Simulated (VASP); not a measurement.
A run of VASP 6.6.1 is set up as follows.

INCAR

```
SYSTEM = HfC
ALGO = Normal
EDIFF = 1E-6
EDIFFG = -0.01
ENCUT = 600
IBRION = 2
ISIF = 3
ISMEAR = -1
LASPH = .TRUE.
LCHARG = .FALSE.
LREAL = .FALSE.
LWAVE = .FALSE.
NELM = 60
NSW = 80
PREC = Accurate
PSTRESS = 20.0
SIGMA = 0.05
```

Contents of KPOINTS:

```
k-points
0
G
  7 7 4
  0 0 0
```

Contents of POSCAR:

```
HfC
1.0
    3.3428660000      0.0000000000      0.0000000000
   -1.6714330000      2.8950070000      0.0000000000
    0.0000000000      0.0000000000      5.2027140000
Hf C
2 2
Direct
    0.6666666667      0.3333333333      0.7500000000
    0.3333333333      0.6666666667      0.2500000000
    0.0000000000      0.0000000000      0.0000000000
    0.0000000000      0.0000000000      0.5000000000
```

Potentials or basis: VASP PAW LDA potentials, release 64 (Hf_pv, C).

Command:

```sh
$ cat potpaw_LDA.64/Hf_pv/POTCAR potpaw_LDA.64/C/POTCAR > POTCAR
$ mpirun -np 1 vasp_std > vasp.out
```

**Question.** What does it give for the band gap on the k mesh?

**Answer.** Zero (bands 14 and 15 overlap by 1.17 eV).

**Question.** What does it give for the relaxed volume?

**Answer.** 11.86 Å³/atom.

The path:
```csv
step,energy change (eV),largest force (eV/Å),pressure (GPa),volume (Å³)
1,0.0000,0.0000,-12.51,50.35
2,0.4778,0.0000,39.59,42.49
3,-0.1103,0.0000,1.69,47.48
4,-0.1094,0.0000,2.21,47.39
5,-0.1086,0.0000,2.55,47.33
6,-0.1130,0.0000,2.31,47.38
7,-0.1130,0.0000,2.28,47.39
8,-0.1145,0.0000,1.56,47.51
9,-0.1137,0.0000,1.99,47.44
```

Caveat: the cell is relaxed towards a set pressure, so the run minimises the enthalpy, not the energy; spin-orbit coupling is left out, which moves the levels of the heavy elements.
